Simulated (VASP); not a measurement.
# Sn (Im-3m) in VASP: relaxation of cell and atoms with LDA

Aim: the relaxation of cell and atoms of Sn with LDA.

Program: VASP 6.6.1. These are calculated values, not measurements. Logs are shortened: lines on timing, memory, paths and dates and some standing lists are left out, and cuts for length are marked.

### Step 1. The cell of the first run

It takes space group Im-3m (No. 229, cubic). Conventional cell: a = 3.826 Å, b = 3.826 Å, c = 3.826 Å, α = 90.00°, β = 90.00°, γ = 90.00°. Within 4.4 Å of Sn (site symmetry m-3m) lie 14 Sn at 3.31 to 3.83 Å.

### Step 2. Relaxation of cell and atoms, LDA

Input file INCAR:

```
PREC = Accurate ; ENCUT = 600
EDIFF = 1E-7 ; ISMEAR = -1
SIGMA = 0.08 ; LREAL = False
LASPH = True ; NELM = 80
ALGO = Normal ; ISIF = 3
LWAVE = False ; LCHARG = False
IBRION = 2 ; NSW = 60
EDIFFG = -0.005
```

Input file KPOINTS:

```
regular mesh
0
Gamma
  16 16 16
```

Input file POSCAR:

```
Sn
1.0
   -1.9129311828      1.9129311828      1.9129311828
    1.9129311828     -1.9129311828      1.9129311828
    1.9129311828      1.9129311828     -1.9129311828
Sn
1
Direct
    0.0000000000      0.0000000000      0.0000000000
```

Potentials or basis: VASP PAW LDA potentials, release 64 (Sn_d).

On the command line:

```console
$ cat potpaw_LDA.64/Sn_d/POTCAR > POTCAR
$ mpirun -np 1 vasp_std > vasp.out
```

OUTCAR:

```text
PREC = Accurate
   ENCUT = 600
   EDIFF = 1E-7
   ISMEAR = -1
   LREAL = False
   LASPH = True
   NELM = 80
   ISIF = 3
   IBRION = 2
   NSW = 60
   EDIFFG = -0.005

 ion  position               nearest neighbor table
   1  0.000  0.000  0.000-

  LATTYP: Found a body centered cubic cell.
 ALAT       =     3.8258623656

  Lattice vectors:

 A1 = (  -1.9129311828,   1.9129311828,   1.9129311828)
 A2 = (   1.9129311828,  -1.9129311828,   1.9129311828)
 A3 = (   1.9129311828,   1.9129311828,  -1.9129311828)

Analysis of symmetry for initial positions (statically):
=====================================================================
 Subroutine PRICEL returns:
 Original cell was already a primitive cell.

 Routine SETGRP: Setting up the symmetry group for a
 body centered cubic supercell.

 Subroutine GETGRP returns: Found 48 space group operations
 (whereof 48 operations were pure point group operations)
 out of a pool of 48 trial point group operations.

The static configuration has the point symmetry O_h .

Analysis of symmetry for dynamics (positions and initial velocities):
=====================================================================
 Subroutine PRICEL returns:
 Original cell was already a primitive cell.

 Routine SETGRP: Setting up the symmetry group for a
 body centered cubic supercell.

 Subroutine GETGRP returns: Found 48 space group operations
 (whereof 48 operations were pure point group operations)
 out of a pool of 48 trial point group operations.

The dynamic configuration has the point symmetry O_h .

 Subroutine INISYM returns: Found 48 space group operations
 (whereof 48 operations are pure point group operations),
 and found     1 'primitive' translations

----------------------------------------------------------------------------------------

                                     Primitive cell

  volume of cell :      28.0000

  direct lattice vectors                    reciprocal lattice vectors
    -1.912931183  1.912931183  1.912931183     0.000000000  0.261378979  0.261378979
     1.912931183 -1.912931183  1.912931183     0.261378979  0.000000000  0.261378979
     1.912931183  1.912931183 -1.912931183     0.261378979  0.261378979  0.000000000

  length of vectors
     3.313294000  3.313294000  3.313294000     0.369645697  0.369645697  0.369645697

  position of ions in fractional coordinates (direct lattice)
     0.000000000  0.000000000  0.000000000

[... 94 lines left out ...]
     AMIX     =   0.40;   BMIX     =  1.00
     AMIX_MAG =   1.60;   BMIX_MAG =  1.00
  volume/ion in A,a.u.               =      28.00       188.95
  Fermi-wavevector in a.u.,A,eV,Ry     =   1.299366  2.455446 22.971424  1.688352
  Thomas-Fermi vector in A             =   2.430634
   LORBIT       =      0    0 simple, 1 ext, 2 COOP (PROOUT), +10 PAW based schemes
   GGA     = CA    functional components
   LHFCALC =     F    Hartree Fock is set to
   AEXX    =    0.0000 exact exchange contribution
   IVDW    =     0    specifies the selected vdW correction
   LEPSILON=     F    determine dielectric tensor
   LRPA    =     F    only Hartree local field effects (RPA)
 conjugate gradient relaxation of ions
 non-spin polarized calculation
  energy-cutoff  :      600.00
  volume of cell :       28.00
 maximum number of plane-waves:       959
   NGX = 13   NGY = 13   NGZ = 13

--------------------------------------- Ionic step        1  -------------------------------------------

 number of electron      13.9999999 magnetization

 Free energy of the ion-electron system (eV)
  ---------------------------------------------------
  ext. energy  EPLUGINS =         0.00000000
  ---------------------------------------------------
  free energy    TOTEN  =        -4.40904822 eV

  energy without entropy =       -4.39634207  energy(sigma->0) =       -4.40269514

------------------------ aborting loop because EDIFF is reached ----------------------------------------

  FORCE on cell =-STRESS in cart. coord.  units (eV):
  Direction    XX          YY          ZZ          XY          YZ          ZX
  --------------------------------------------------------------------------------------
  -------------------------------------------------------------------------------------
  Total       -0.7556477     -0.7556477     -0.7556477      0.0000000     -0.0000000      0.0000000
  in kB      -43.2386297    -43.2386297    -43.2386297      0.0000000     -0.0000000      0.0000000
  external PRESSURE =     -43.2386297 kB  Pullay stress =       0.0000000 kB
[... 57 lines left out ...]
--------------------------------------- Ionic step        3  -------------------------------------------

 number of electron      14.0000006 magnetization

 Free energy of the ion-electron system (eV)
  ---------------------------------------------------
  ext. energy  EPLUGINS =         0.00000000
  ---------------------------------------------------
  free energy    TOTEN  =        -4.44430447 eV

  energy without entropy =       -4.43021278  energy(sigma->0) =       -4.43725862

 E-fermi :   8.5268     XC(G=0): -10.8920

 val. band max:        8.5237761718   @ k =  -0.2500   0.3750   0.1250
 cond. band min:       8.5308505800   @ k =   0.2500   0.1875   0.1250
 fundamental gap:      0.0070744082
 Fermi energy:         8.5268083857

 k-point     1 :       0.0000    0.0000    0.0000
  band No.  band energies     occupation
      1     -12.9220      2.00000
      2     -12.9220      2.00000
      3     -12.9220      2.00000
      4     -12.7526      2.00000
      5     -12.7526      2.00000
      6      -2.9832      2.00000
      7      16.9749      0.00000
      8      16.9749      0.00000
      9      16.9749      0.00000
     10      20.9031      0.00000
     11      20.9031      0.00000
[... 309 lines left out ...]
 k-point    24 :       0.2500    0.1875    0.0000
  band No.  band energies     occupation
      1     -12.9443      2.00000
      2     -12.8784      2.00000
      3     -12.7792      2.00000
      4     -12.7690      2.00000
      5     -12.7130      2.00000
      6       0.3156      2.00000
      7       7.5712      1.99999
      8       9.7498      0.00000
      9      13.5259      0.00000
     10      18.8158      0.00000
     11      19.9643      0.00000

 [... further k-points ...]

------------------------ aborting loop because EDIFF is reached ----------------------------------------

  FORCE on cell =-STRESS in cart. coord.  units (eV):
  Direction    XX          YY          ZZ          XY          YZ          ZX
  --------------------------------------------------------------------------------------
  -------------------------------------------------------------------------------------
  Total        0.0012252      0.0012252      0.0012252     -0.0000000     -0.0000000      0.0000000
  in kB        0.0767242      0.0767242      0.0767242     -0.0000000     -0.0000000      0.0000000
  external PRESSURE =       0.0767242 kB  Pullay stress =       0.0000000 kB
[... 16 lines left out ...]
  FREE ENERGIE OF THE ION-ELECTRON SYSTEM (eV)
  ---------------------------------------------------
  free  energy   TOTEN  =        -4.4443044674 eV

  energy  without entropy=       -4.4302127786  energy(sigma->0) =       -4.43725862

 reached required accuracy - stopping structural energy minimisation
```

OSZICAR:

```text
N       E                     dE             d eps       ncg     rms          rms(c)
DAV:   1     0.763946390312E+02    0.76395E+02   -0.81878E+03  3205   0.204E+03
DAV:   2     0.278091334010E+00   -0.76117E+02   -0.74485E+02  3265   0.353E+02
DAV:   3    -0.432011924649E+01   -0.45982E+01   -0.45703E+01  3652   0.780E+01
DAV:   4    -0.442100605316E+01   -0.10089E+00   -0.10085E+00  3624   0.126E+01
[... 22 lines left out ...]
DAV:   4    -0.444436431801E+01    0.56505E-03   -0.90519E-04  3633   0.483E-01    0.213E-02
DAV:   5    -0.444430914392E+01    0.55174E-04   -0.43178E-05  4889   0.756E-02    0.113E-02
DAV:   6    -0.444430459984E+01    0.45441E-05   -0.76664E-06  3576   0.532E-02    0.143E-03
DAV:   7    -0.444430447137E+01    0.12847E-06   -0.11355E-07  2282   0.505E-03    0.255E-04
DAV:   8    -0.444430446738E+01    0.39847E-08   -0.22539E-08  1742   0.181E-03
   3 F= -.44443045E+01 E0= -.44372586E+01  d E =-.352562E-01
```

CONTCAR:

```text
Sn
   1.00000000000000
    -1.8562542227820598    1.8562542227820598    1.8562542227820598
     1.8562542227820598   -1.8562542227820598    1.8562542227820598
     1.8562542227820598    1.8562542227820598   -1.8562542227820598
  Sn
     1
Direct
     0.0000000000000000    0.0000000000000000    0.0000000000000000

  0.00000000E+00  0.00000000E+00  0.00000000E+00
```

Run time: 97 s. Hardware: 1 thread of Intel Xeon 6975P-C, shared host; peak memory 0.19 GiB.

Results:

- Free energy: -4.4443 eV
- Relaxed volume: 25.58 Å³/atom
- Relaxed cell: a = 3.215 Å, b = 3.215 Å, c = 3.215 Å, α = 109.47°, β = 109.47°, γ = 109.47°
- Space group after relaxing (to 0.05 Å): Im-3m (No. 229)
- Energy gained by relaxing: 35.3 meV/atom
- Ionic steps: 3
- Pressure after relaxing: 0.0 GPa
- Band gap on the k mesh: zero (band 7 reaches 16.97 eV, above the bottom of band 8 at 6.02 eV)

Step by step:
```tsv
step	energy change (eV)	largest force (eV/Å)	pressure (GPa)	volume (Å³)
1	0.0000	0.0000	-4.32	28.00
2	-0.0331	0.0000	1.31	25.05
3	-0.0353	0.0000	0.01	25.58
```

Final structure:
```yaml
crystal:
  lattice:
    - [-1.85625, 1.85625, 1.85625]
    - [1.85625, -1.85625, 1.85625]
    - [1.85625, 1.85625, -1.85625]
  atoms:
    - { symbol: Sn, position: [0.00000, 0.00000, 0.00000] }
```

Caveat: spin-orbit coupling is left out, which moves the levels of the heavy elements.
